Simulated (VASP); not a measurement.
A run of VASP 6.6.1 is set up as follows.

File INCAR:

```
PREC = Accurate
ENCUT = 520
EDIFF = 1E-6
ISMEAR = -1
SIGMA = 0.05
LREAL = False
LASPH = True
NELM = 100
ALGO = Normal
ISIF = 2
LWAVE = False
LCHARG = False
GGA = PS
IVDW = 12
NBANDS = 20
```

Contents of KPOINTS:

```
regular mesh
0
Gamma
  10 10 10
```

POSCAR

```
MoS2
1.0
    1.5436765000      0.8912420428      5.8394562377
   -1.5436765000      0.8912420428      5.8394562377
    0.0000000000     -1.7824840856      5.8394562377
Mo S
1 2
Direct
    0.0000000000      0.0000000000      0.0000000000
    0.2415562312      0.2415562312      0.2415562312
    0.7584437688      0.7584437688      0.7584437688
```

Potentials or basis: VASP PAW PBE potentials, release 64 (Mo_sv, S).

Command:

```console
$ cat potpaw_PBE.64/Mo_sv/POTCAR potpaw_PBE.64/S/POTCAR > POTCAR
$ mpirun -np 1 vasp_std > vasp.out
```

(1) What does it give for the pressure?

(2) Predict the band gap on the k mesh.

(3) Predict the dispersion energy per atom.

Results:

(1) -0.7 GPa.

(2) zero (bands 13 and 14 overlap by 0.29 eV).

(3) -0.409 eV.

Caveat: three body term missing; the PAW data sets were made with another functional, which shifts forces and pressure a little.
